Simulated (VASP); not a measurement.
# Au (Fm-3m) in VASP: notebook, part 2 of 3

VASP 6.6.1. The steps go on from the part before.

## Step 3: Single point, RPBE

This run uses another cell than the first one, of 18.50 Å³/atom.

INCAR

```
PREC     = Accurate       # precision mode
ENCUT    = 520            # plane-wave cutoff, eV
EDIFF    = 1E-7           # SCF threshold, eV
ISMEAR   = -1             # smearing method
SIGMA    = 0.05           # smearing width, eV
LREAL    = F              # projectors in reciprocal space
LASPH    = T              # aspherical terms in the spheres
NELM     = 60             # most SCF steps
ALGO     = Normal         # electronic algorithm
ISIF     = 2              # what is computed and relaxed
LWAVE    = F              # write WAVECAR
LCHARG   = F              # write CHGCAR
GGA      = RP             # functional
NBANDS   = 12             # bands
```

KPOINTS

```
Automatic mesh
0
Gamma
  18 18 18
```

POSCAR

```
Au
1.0
    0.0000000000      2.0992171217      2.0992171217
    2.0992171217      0.0000000000      2.0992171217
    2.0992171217      2.0992171217      0.0000000000
Au
1
Direct
    0.0000000000      0.0000000000      0.0000000000
```

Potentials or basis: VASP PAW PBE potentials, release 64 (Au).

Launch:

```bash
> cat potpaw_PBE.64/Au/POTCAR > POTCAR
> mpirun -np 1 vasp_std > vasp.out
```

OUTCAR:

```text
PREC = Accurate
   ENCUT = 520
   EDIFF = 1E-7
   ISMEAR = -1
   LREAL = F
   LASPH = T
   NELM = 60
   ISIF = 2
   GGA = RP

 ion  position               nearest neighbor table
   1  0.000  0.000  0.000-

  LATTYP: Found a face centered cubic cell.
 ALAT       =     4.1984342434

  Lattice vectors:

 A1 = (   0.0000000000,   2.0992171217,   2.0992171217)
 A2 = (   2.0992171217,   0.0000000000,   2.0992171217)
 A3 = (   2.0992171217,   2.0992171217,   0.0000000000)

Analysis of symmetry for initial positions (statically):
=====================================================================
 Subroutine PRICEL returns:
 Original cell was already a primitive cell.

 Routine SETGRP: Setting up the symmetry group for a
 face centered cubic supercell.

 Subroutine GETGRP returns: Found 48 space group operations
 (whereof 48 operations were pure point group operations)
 out of a pool of 48 trial point group operations.

The static configuration has the point symmetry O_h .

Analysis of symmetry for dynamics (positions and initial velocities):
=====================================================================
 Subroutine PRICEL returns:
 Original cell was already a primitive cell.

 Routine SETGRP: Setting up the symmetry group for a
 face centered cubic supercell.

 Subroutine GETGRP returns: Found 48 space group operations
 (whereof 48 operations were pure point group operations)
 out of a pool of 48 trial point group operations.

The dynamic configuration has the point symmetry O_h .

 Subroutine INISYM returns: Found 48 space group operations
 (whereof 48 operations are pure point group operations),
 and found     1 'primitive' translations

----------------------------------------------------------------------------------------

                                     Primitive cell

  volume of cell :      18.5013

  direct lattice vectors                    reciprocal lattice vectors
     0.000000000  2.099217122  2.099217122    -0.238184033  0.238184033  0.238184033
     2.099217122  0.000000000  2.099217122     0.238184033 -0.238184033  0.238184033
     2.099217122  2.099217122  0.000000000     0.238184033  0.238184033 -0.238184033

  length of vectors
     2.968741324  2.968741324  2.968741324     0.412546847  0.412546847  0.412546847

  position of ions in fractional coordinates (direct lattice)
     0.000000000  0.000000000  0.000000000

  ion indices of the primitive-cell ions
   primitive index   ion index
                 1           1

----------------------------------------------------------------------------------------

 KPOINTS: Automatic mesh

Automatic generation of k-mesh.
 Grid dimensions read from file:
 generate k-points for:   18   18   18

 Generating k-lattice:

  Cartesian coordinates                     Fractional coordinates (reciprocal lattice)
    -0.013232446  0.013232446  0.013232446     0.055555556  0.000000000  0.000000000
     0.013232446 -0.013232446  0.013232446     0.000000000  0.055555556  0.000000000
     0.013232446  0.013232446 -0.013232446     0.000000000  0.000000000  0.055555556

  Length of vectors
     0.022919269  0.022919269  0.022919269

  Shift w.r.t. Gamma in fractional coordinates (k-lattice)
     0.000000000  0.000000000  0.000000000

 Subroutine IBZKPT returns following result:
 ===========================================

 Found    195 irreducible k-points:

 Following reciprocal coordinates:
            Coordinates               Weight
  0.000000  0.000000  0.000000      1.000000
  0.055556  0.000000  0.000000      8.000000
  0.111111  0.000000  0.000000      8.000000
  0.166667  0.000000  0.000000      8.000000
  0.222222  0.000000  0.000000      8.000000
  0.277778  0.000000  0.000000      8.000000
[... 16 lines left out ...]
 -0.277778  0.055556  0.000000     24.000000
 -0.222222  0.055556  0.000000     24.000000
 [... further k-points ...]
   k-points           NKPTS =    195   k-points in BZ     NKDIM =    195   number of bands    NBANDS=     12
   number of dos      NEDOS =    301   number of ions     NIONS =      1
   total plane-waves  NPLWV =  13824
   dimension x,y,z NGX =    24 NGY =   24 NGZ =   24
   dimension x,y,z NGXF=    48 NGYF=   48 NGZF=   48
   ions per type =               1
   NGX,Y,Z   is equivalent  to a cutoff of  13.44, 13.44, 13.44 a.u.
   NGXF,Y,Z  is equivalent  to a cutoff of  26.88, 26.88, 26.88 a.u.
 SYSTEM =  unknown system
   PREC   = accura    normal or accurate (medium, high low for compatibility)
   ISTART =      0    job   : 0-new  1-cont  2-samecut
   ICHARG =      2    charge: 1-file 2-atom 10-const
   ISPIN  =      1    spin polarized calculation?
   LNONCOLLINEAR =      F non collinear calculations
   LSORBIT =      F    spin-orbit coupling
   LASPH  =      T    aspherical Exc in radial PAW
   ENCUT  =  520.0 eV  38.22 Ry    6.18 a.u.   5.52  5.52  5.52*2*pi/ulx,y,z
   NELM   =     60;   NELMIN=  2; NELMDL= -5     # of ELM steps
   EDIFF  = 0.1E-06   stopping-criterion for ELM
   LREAL  =      F    real-space projection
   EDIFFG = 0.1E-05   stopping-criterion for IOM
   NSW    =      0    number of steps for IOM
   IBRION =     -1    ionic relax: 0-MD 1-quasi-New 2-CG
   NFREE  =      0    steps in history (QN), initial steepest desc. (CG)
   ISIF   =      2    stress and relaxation
   ISYM   =      2    0-nonsym 1-usesym 2-fastsym
   POTIM  = 0.5000    time-step for ionic-motion
   TEBEG  =    0.0;   TEEND  =   0.0 temperature during run
   PSTRESS=    0.0 pullay stress
   NELECT =      11.0000    total number of electrons
   NUPDOWN=      -1.0000    fix difference up-down
   EMIN   =  10.00;   EMAX   =-10.00  energy-range for DOS
   EFERMI =   0.00;   METHOD = LEGACY
   ISMEAR =    -1;   SIGMA  =   0.05  broadening in eV -4-tet -1-fermi 0-gaus
   EFERMI_NEDOS =   21; number of points for ismear=-14 and -15
   IALGO  =     38    algorithm
   IMIX   =      4    mixing-type and parameters
     AMIX     =   0.40;   BMIX     =  1.00
     AMIX_MAG =   1.60;   BMIX_MAG =  1.00
  volume/ion in A,a.u.               =      18.50       124.85
  Fermi-wavevector in a.u.,A,eV,Ry     =   1.376591  2.601380 25.783091  1.895004
  Thomas-Fermi vector in A             =   2.501822
   LORBIT       =      0    0 simple, 1 ext, 2 COOP (PROOUT), +10 PAW based schemes
   GGA     = RP    functional components
   LHFCALC =     F    Hartree Fock is set to
   AEXX    =    0.0000 exact exchange contribution
   IVDW    =     0    specifies the selected vdW correction
   LEPSILON=     F    determine dielectric tensor
   LRPA    =     F    only Hartree local field effects (RPA)
 non-spin polarized calculation
  energy-cutoff  :      520.00
  volume of cell :       18.50
 maximum number of plane-waves:       531
 NGX is ok and might be reduce to    24
   NGX = 11   NGY = 11   NGZ = 11

 number of electron      10.9999999 magnetization

 Free energy of the ion-electron system (eV)
  ---------------------------------------------------
  ext. energy  EPLUGINS =         0.00000000
  ---------------------------------------------------
  free energy    TOTEN  =        -2.63850653 eV

  energy without entropy =       -2.63639112  energy(sigma->0) =       -2.63744883

 E-fermi :   8.2266     XC(G=0): -12.1338

 val. band max:        8.1972098581   @ k =   0.5000   0.2778   0.1111
 cond. band min:       8.2660976170   @ k =   0.5000   0.1667   0.0556
 fundamental gap:      0.0688877589
 Fermi energy:         8.2266141030

 k-point     1 :       0.0000    0.0000    0.0000
  band No.  band energies     occupation
      1      -0.7069      2.00000
      2       3.9921      2.00000
      3       3.9921      2.00000
      4       3.9921      2.00000
      5       5.2929      2.00000
      6       5.2929      2.00000
      7      22.8641      0.00000
      8      26.4209      0.00000
      9      26.4209      0.00000
     10      26.4209      0.00000
     11      31.0458      0.00000
     12      34.8650      0.00000

 k-point     2 :       0.0556    0.0000    0.0000
  band No.  band energies     occupation
      1      -0.6066      2.00000
      2       3.9624      2.00000
      3       4.0249      2.00000
      4       4.0249      2.00000
      5       5.2788      2.00000
      6       5.2788      2.00000
      7      22.9669      0.00000
      8      25.6996      0.00000
      9      26.5234      0.00000
     10      26.5234      0.00000
     11      31.5830      0.00000
     12      33.6979      0.00000
[... 316 lines left out ...]
 k-point    24 :      -0.2222    0.0556    0.0000
  band No.  band energies     occupation
      1       0.9707      2.00000
      2       3.7865      2.00000
      3       4.2627      2.00000
      4       4.2914      2.00000
      5       5.2226      2.00000
      6       5.6374      2.00000
      7      19.3377      0.00000
      8      23.6828      0.00000
      9      26.0437      0.00000
     10      28.5391      0.00000
     11      28.7196      0.00000
     12      30.3370      0.00000

 [... further k-points ...]
[... 5 lines left out ...]
  --------------------------------------------------------------------------------------
  -------------------------------------------------------------------------------------
  Total       -0.0279016     -0.0279016     -0.0279016      0.0000000      0.0000000     -0.0000000
  in kB       -2.4162243     -2.4162243     -2.4162243      0.0000000      0.0000000     -0.0000000
  external PRESSURE =      -2.4162243 kB  Pullay stress =       0.0000000 kB

 VOLUME and BASIS-vectors are now :
 -----------------------------------------------------------------------------
  energy-cutoff  :      520.00
  volume of cell :       18.50
      direct lattice vectors                 reciprocal lattice vectors
     0.000000000  2.099217122  2.099217122    -0.238184033  0.238184033  0.238184033
     2.099217122  0.000000000  2.099217122     0.238184033 -0.238184033  0.238184033
     2.099217122  2.099217122  0.000000000     0.238184033  0.238184033 -0.238184033

 POSITION                                       TOTAL-FORCE (eV/Angst)
 -----------------------------------------------------------------------------------
      0.00000      0.00000      0.00000         0.000000      0.000000      0.000000
 -----------------------------------------------------------------------------------
    total drift:                               -0.000000      0.000000      0.000000

  FREE ENERGIE OF THE ION-ELECTRON SYSTEM (eV)
  ---------------------------------------------------
  free  energy   TOTEN  =        -2.6385065338 eV

  energy  without entropy=       -2.6363911169  energy(sigma->0) =       -2.63744883
```

It took 37 s on 1 thread of Intel Xeon 8259CL, shared host; peak memory 0.17 GiB.

Results:

- Free energy: -2.6385 eV
- Pressure: -0.2 GPa
- Band gap on the k mesh: zero (an odd number of electrons rules out a gap without spin polarisation)

Caveat: the PAW data sets were made with another functional, which shifts forces and pressure a little; spin-orbit coupling is left out, which moves the levels of the heavy elements.

[end of part 2 of 3]

The gap in the log of VASP goes by the Fermi energy; the results here count the filled bands.